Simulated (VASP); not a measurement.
# Sb (Pm-3m) in VASP: further runs

Runs on Sb. Level: LDA. Tasks: single point, relaxation of cell and atoms.

Everything below comes from runs of VASP 6.6.1. Logs are shortened: lines on timing, memory, paths and dates and some standing lists are left out, and cuts for length are marked.

### 1 The cell of the first run

The structure is cubic, space group Pm-3m (No. 221). The conventional cell has a = 3.043 Å, b = 3.043 Å, c = 3.043 Å, α = 90.00°, β = 90.00°, γ = 90.00°. Within 4.0 Å of Sb (site symmetry m-3m) lie 6 Sb at 3.04 Å.

### 2 Single point, LDA

INCAR

```
SYSTEM = Sb
PREC = Accurate
ENCUT = 520
EDIFF = 1E-6
ISMEAR = -1
SIGMA = 0.15
LREAL = .FALSE.
LASPH = .TRUE.
NELM = 60
ALGO = Normal
ISIF = 2
LWAVE = .FALSE.
LCHARG = .TRUE.
LELF = .TRUE.
LVHAR = .TRUE.
NBANDS = 8
```

KPOINTS

```
Automatic mesh
0
G
  14 14 14
  0 0 0
```

POSCAR

```
Sb
1.0
    3.0427814182      0.0000000000      0.0000000000
    0.0000000000      3.0427814182      0.0000000000
    0.0000000000      0.0000000000      3.0427814182
Sb
1
Direct
    0.0000000000      0.0000000000      0.0000000000
```

Potentials or basis: VASP PAW LDA potentials, release 64 (Sb).

Run with:

```bash
$ cat potpaw_LDA.64/Sb/POTCAR > POTCAR
$ mpirun -np 1 vasp_std > vasp.out
```

OUTCAR:

```text
SYSTEM = Sb
   PREC = Accurate
   ENCUT = 520
   EDIFF = 1E-6
   ISMEAR = -1
   LREAL = .FALSE.
   LASPH = .TRUE.
   NELM = 60
   ISIF = 2

 ion  position               nearest neighbor table
   1  0.000  0.000  0.000-

  LATTYP: Found a simple cubic cell.
 ALAT       =     3.0427814182

  Lattice vectors:

 A1 = (   3.0427814182,   0.0000000000,   0.0000000000)
 A2 = (   0.0000000000,   3.0427814182,   0.0000000000)
 A3 = (   0.0000000000,   0.0000000000,   3.0427814182)

Analysis of symmetry for initial positions (statically):
=====================================================================
 Subroutine PRICEL returns:
 Original cell was already a primitive cell.

 Routine SETGRP: Setting up the symmetry group for a
 simple cubic supercell.

 Subroutine GETGRP returns: Found 48 space group operations
[... 9 lines left out ...]

 Routine SETGRP: Setting up the symmetry group for a
 simple cubic supercell.

 Subroutine GETGRP returns: Found 48 space group operations
[... 11 lines left out ...]
                                     Primitive cell

  volume of cell :      28.1716

  direct lattice vectors                    reciprocal lattice vectors
     3.042781418  0.000000000  0.000000000     0.328646676  0.000000000  0.000000000
     0.000000000  3.042781418  0.000000000     0.000000000  0.328646676  0.000000000
     0.000000000  0.000000000  3.042781418     0.000000000  0.000000000  0.328646676

  length of vectors
     3.042781418  3.042781418  3.042781418     0.328646676  0.328646676  0.328646676

  position of ions in fractional coordinates (direct lattice)
     0.000000000  0.000000000  0.000000000

  ion indices of the primitive-cell ions
   primitive index   ion index
                 1           1

----------------------------------------------------------------------------------------

 KPOINTS: Automatic mesh

Automatic generation of k-mesh.
 Grid dimensions read from file:
 generate k-points for:   14   14   14

 Generating k-lattice:

  Cartesian coordinates                     Fractional coordinates (reciprocal lattice)
     0.023474763  0.000000000  0.000000000     0.071428571  0.000000000  0.000000000
     0.000000000  0.023474763  0.000000000     0.000000000  0.071428571  0.000000000
     0.000000000  0.000000000  0.023474763     0.000000000  0.000000000  0.071428571

  Length of vectors
     0.023474763  0.023474763  0.023474763

  Shift w.r.t. Gamma in fractional coordinates (k-lattice)
     0.000000000  0.000000000  0.000000000

 Subroutine IBZKPT returns following result:
 ===========================================

 Found    120 irreducible k-points:

 Following reciprocal coordinates:
            Coordinates               Weight
  0.000000  0.000000  0.000000      1.000000
  0.071429  0.000000  0.000000      6.000000
  0.142857  0.000000  0.000000      6.000000
  0.214286  0.000000  0.000000      6.000000
  0.285714  0.000000  0.000000      6.000000
  0.357143  0.000000  0.000000      6.000000
[... 16 lines left out ...]
  0.285714  0.214286  0.000000     24.000000
  0.357143  0.214286  0.000000     24.000000
 [... further k-points ...]
   k-points           NKPTS =    120   k-points in BZ     NKDIM =    120   number of bands    NBANDS=      8
   number of dos      NEDOS =    301   number of ions     NIONS =      1
   total plane-waves  NPLWV =  13824
   dimension x,y,z NGX =    24 NGY =   24 NGZ =   24
   dimension x,y,z NGXF=    48 NGYF=   48 NGZF=   48
   ions per type =               1
   NGX,Y,Z   is equivalent  to a cutoff of  13.11, 13.11, 13.11 a.u.
   NGXF,Y,Z  is equivalent  to a cutoff of  26.23, 26.23, 26.23 a.u.
 SYSTEM =  Sb
   PREC   = accura    normal or accurate (medium, high low for compatibility)
   ISTART =      0    job   : 0-new  1-cont  2-samecut
   ICHARG =      2    charge: 1-file 2-atom 10-const
   ISPIN  =      1    spin polarized calculation?
   LNONCOLLINEAR =      F non collinear calculations
   LSORBIT =      F    spin-orbit coupling
   LASPH  =      T    aspherical Exc in radial PAW
   ENCUT  =  520.0 eV  38.22 Ry    6.18 a.u.   5.66  5.66  5.66*2*pi/ulx,y,z
   NELM   =     60;   NELMIN=  2; NELMDL= -5     # of ELM steps
   EDIFF  = 0.1E-05   stopping-criterion for ELM
   LREAL  =      F    real-space projection
   EDIFFG = 0.1E-04   stopping-criterion for IOM
   NSW    =      0    number of steps for IOM
   IBRION =     -1    ionic relax: 0-MD 1-quasi-New 2-CG
   NFREE  =      0    steps in history (QN), initial steepest desc. (CG)
   ISIF   =      2    stress and relaxation
   ISYM   =      2    0-nonsym 1-usesym 2-fastsym
   POTIM  = 0.5000    time-step for ionic-motion
   TEBEG  =    0.0;   TEEND  =   0.0 temperature during run
   PSTRESS=    0.0 pullay stress
   NELECT =       5.0000    total number of electrons
   NUPDOWN=      -1.0000    fix difference up-down
   EMIN   =  10.00;   EMAX   =-10.00  energy-range for DOS
   EFERMI =   0.00;   METHOD = LEGACY
   ISMEAR =    -1;   SIGMA  =   0.15  broadening in eV -4-tet -1-fermi 0-gaus
   EFERMI_NEDOS =   21; number of points for ismear=-14 and -15
   IALGO  =     38    algorithm
   IMIX   =      4    mixing-type and parameters
     AMIX     =   0.40;   BMIX     =  1.00
     AMIX_MAG =   1.60;   BMIX_MAG =  1.00
  volume/ion in A,a.u.               =      28.17       190.11
  Fermi-wavevector in a.u.,A,eV,Ry     =   0.920013  1.738573 11.516303  0.846424
  Thomas-Fermi vector in A             =   2.045271
   LORBIT       =      0    0 simple, 1 ext, 2 COOP (PROOUT), +10 PAW based schemes
   GGA     = CA    functional components
   LHFCALC =     F    Hartree Fock is set to
   AEXX    =    0.0000 exact exchange contribution
   IVDW    =     0    specifies the selected vdW correction
   LEPSILON=     F    determine dielectric tensor
   LRPA    =     F    only Hartree local field effects (RPA)
 non-spin polarized calculation
  energy-cutoff  :      520.00
  volume of cell :       28.17
 maximum number of plane-waves:       780
 NGX is ok and might be reduce to    24
   NGX = 11   NGY = 11   NGZ = 11

 number of electron       4.9999999 magnetization

 Free energy of the ion-electron system (eV)
  ---------------------------------------------------
  ext. energy  EPLUGINS =         0.00000000
  ---------------------------------------------------
  free energy    TOTEN  =        -4.81335481 eV

  energy without entropy =       -4.77774273  energy(sigma->0) =       -4.79554877

 E-fermi :   7.7023     XC(G=0): -10.0409

 val. band max:        7.6744029401   @ k =   0.2143   0.2143   0.1429
 cond. band min:       7.7271381072   @ k =   0.5000   0.2857   0.2143
 fundamental gap:      0.0527351671
 Fermi energy:         7.7022906080

 k-point     1 :       0.0000    0.0000    0.0000
  band No.  band energies     occupation
      1      -5.1122      2.00000
      2      11.1160      0.00000
      3      11.1160      0.00000
      4      11.1160      0.00000
      5      14.6925      0.00000
      6      14.6925      0.00000
      7      16.2933      0.00000
      8      24.5259      0.00000

 k-point     2 :       0.0714    0.0000    0.0000
  band No.  band energies     occupation
      1      -5.0339      2.00000
      2      10.1207      0.00000
      3      11.1942      0.00000
      4      11.1942      0.00000
      5      14.7507      0.00000
      6      15.3093      0.00000
      7      16.8179      0.00000
      8      24.0881      0.00000

 k-point     3 :       0.1429    0.0000    0.0000
  band No.  band energies     occupation
      1      -4.8008      2.00000
      2       8.3308      0.02984
      3      11.4234      0.00000
      4      11.4234      0.00000
      5      14.9245      0.00000
      6      15.8211      0.00000
      7      18.5185      0.00000
      8      23.1468      0.00000

 k-point     4 :       0.2143    0.0000    0.0000
  band No.  band energies     occupation
      1      -4.4198      2.00000
      2       6.4949      1.99936
      3      11.7849      0.00000
      4      11.7849      0.00000
      5      15.2103      0.00000
      6      16.2163      0.00000
      7      20.5813      0.00000
      8      22.0637      0.00000

 k-point     5 :       0.2857    0.0000    0.0000
  band No.  band energies     occupation
      1      -3.9086      2.00000
      2       4.7905      2.00000
      3      12.2421      0.00000
      4      12.2421      0.00000
      5      15.5988      0.00000
      6      16.6938      0.00000
      7      20.9924      0.00000
      8      20.9924      0.00000

 k-point     6 :       0.3571    0.0000    0.0000
  band No.  band energies     occupation
      1      -3.3122      2.00000
      2       3.3172      2.00000
      3      12.7284      0.00000
      4      12.7284      0.00000
      5      16.0640      0.00000
      6      17.2874      0.00000
      7      20.0457      0.00000
      8      20.0457      0.00000

 k-point     7 :       0.4286    0.0000    0.0000
  band No.  band energies     occupation
      1      -2.7503      2.00000
      2       2.2206      2.00000
      3      13.1295      0.00000
      4      13.1295      0.00000
      5      16.5260      0.00000
      6      17.9764      0.00000
      7      19.3609      0.00000
      8      19.3609      0.00000
[... 133 lines left out ...]
 k-point    20 :       0.4286    0.1429    0.0000
  band No.  band energies     occupation
      1      -2.4354      2.00000
      2       2.5172      2.00000
      3      10.4803      0.00000
      4      13.4468      0.00000
      5      15.5743      0.00000
      6      17.5310      0.00000
      7      19.5440      0.00000
      8      19.5745      0.00000

 k-point    21 :       0.5000    0.1429    0.0000
  band No.  band energies     occupation
      1      -2.1757      2.00000
      2       2.0781      2.00000
      3      10.6803      0.00000
      4      13.6102      0.00000
      5      15.2613      0.00000
      6      17.8787      0.00000
      7      19.1956      0.00000
      8      19.3176      0.00000

 k-point    22 :       0.2143    0.2143    0.0000
  band No.  band energies     occupation
      1      -3.7264      2.00000
      2       6.9394      1.98771
      3       7.3985      1.76685
      4      12.4590      0.00000
      5      16.1462      0.00000
      6      17.6347      0.00000
      7      20.4198      0.00000
      8      21.7055      0.00000

 k-point    23 :       0.2857    0.2143    0.0000
  band No.  band energies     occupation
      1      -3.2138      2.00000
      2       5.4345      2.00000
      3       7.6744      1.09281
      4      12.9203      0.00000
      5      15.8864      0.00000
      6      16.9423      0.00000
      7      21.0972      0.00000
      8      21.4289      0.00000

 k-point    24 :       0.3571    0.2143    0.0000
  band No.  band energies     occupation
      1      -2.6144      2.00000
      2       3.9693      2.00000
      3       8.1944      0.07246
      4      13.4120      0.00000
      5      14.8125      0.00000
      6      17.3461      0.00000
      7      20.5074      0.00000
      8      20.8488      0.00000

 [... further k-points ...]
[... 5 lines left out ...]
  --------------------------------------------------------------------------------------
  -------------------------------------------------------------------------------------
  Total        0.0401298      0.0401298      0.0401298      0.0000000     -0.0000000      0.0000000
  in kB        2.2822603      2.2822603      2.2822603      0.0000000     -0.0000000      0.0000000
  external PRESSURE =       2.2822603 kB  Pullay stress =       0.0000000 kB

 VOLUME and BASIS-vectors are now :
 -----------------------------------------------------------------------------
  energy-cutoff  :      520.00
  volume of cell :       28.17
      direct lattice vectors                 reciprocal lattice vectors
     3.042781418  0.000000000  0.000000000     0.328646676  0.000000000  0.000000000
     0.000000000  3.042781418  0.000000000     0.000000000  0.328646676  0.000000000
     0.000000000  0.000000000  3.042781418     0.000000000  0.000000000  0.328646676

 POSITION                                       TOTAL-FORCE (eV/Angst)
 -----------------------------------------------------------------------------------
      0.00000      0.00000      0.00000         0.000000      0.000000      0.000000
 -----------------------------------------------------------------------------------
    total drift:                               -0.000000      0.000000      0.000000

  FREE ENERGIE OF THE ION-ELECTRON SYSTEM (eV)
  ---------------------------------------------------
  free  energy   TOTEN  =        -4.8133548085 eV

  energy  without entropy=       -4.7777427346  energy(sigma->0) =       -4.79554877
```

Run time: 11 s. Hardware: 1 thread of Intel Xeon Platinum 8259CL at 2.50GHz (Skylake/Cascade Lake), shared host; peak memory 0.14 GiB.

What came out:

* Free energy: -4.8134 eV
* Pressure: 0.2 GPa

Caveat: spin-orbit coupling is left out, which moves the levels of the heavy elements.

### 3 Relaxation of cell and atoms, LDA

INCAR

```
ALGO = Normal ; EDIFF = 1E-6
EDIFFG = -0.001 ; ENCUT = 600
IBRION = 2 ; ISIF = 3
ISMEAR = -1 ; LASPH = T
LCHARG = F ; LREAL = F
LWAVE = F ; NELM = 80
NSW = 80 ; PREC = Accurate
SIGMA = 0.15
```

KPOINTS

```
k-points
0
Gamma
  14 14 14
```

POSCAR

```
Sb
1.0
    3.0415767219      0.0000000000      0.0000000000
    0.0000000000      3.0415767219      0.0000000000
    0.0000000000      0.0000000000      3.0415767219
Sb
1
Direct
    0.0000000000      0.0000000000      0.0000000000
```

Potentials or basis: VASP PAW LDA potentials, release 64 (Sb).

Run with:

```bash
$ cat potpaw_LDA.64/Sb/POTCAR > POTCAR
$ mpirun -np 1 vasp_std > vasp.out
```

Wall time 16 s (1 thread of Intel Xeon Platinum 8259CL at 2.50GHz (Skylake/Cascade Lake), shared host); peak memory 0.15 GiB.

It converged, with:

| Property | Result |
| --- | --- |
| Free energy | -4.8134 eV |
| Relaxed volume | 28.27 Å³/atom |
| Relaxed cell | a = 3.046 Å, b = 3.046 Å, c = 3.046 Å, α = 90.00°, β = 90.00°, γ = 90.00° |
| Space group after relaxing (to 0.05 Å) | Pm-3m (No. 221) |
| Energy gained by relaxing | 0.1 meV/atom |
| Ionic steps | 3 |
| Pressure after relaxing | 0.0 GPa |

Step by step:
```
step  energy change (eV)  largest force (eV/Å)  pressure (GPa)  volume (Å³)
   1              0.0000                0.0000            0.31        28.14
   2             -0.0001                0.0000           -0.21        28.36
   3             -0.0001                0.0000            0.00        28.27
```

Final structure:
```
Sb
1.0
     3.04615    0.00000    0.00000
     0.00000    3.04615    0.00000
     0.00000    0.00000    3.04615
Sb
1
Direct
  0.00000 0.00000 0.00000
```

Levels at points of the mesh, in eV from the Fermi level:
```csv
k point,band 1,band 2,band 3,band 4,band 5,band 6
"(0.00, 0.00, 0.00)",-12.79,3.41,3.41,3.41,6.99,6.99
"(0.50, 0.00, 0.00)",-10.18,-5.89,5.57,5.57,9.04,10.75
"(0.50, 0.50, 0.00)",-7.40,-3.72,-3.72,2.04,7.80,12.88
"(0.50, 0.50, 0.50)",-4.27,-1.68,-1.68,-1.68,4.81,4.81
```

Caveat: spin-orbit coupling is left out, which moves the levels of the heavy elements.

(Part 1 of 2 ends here.)
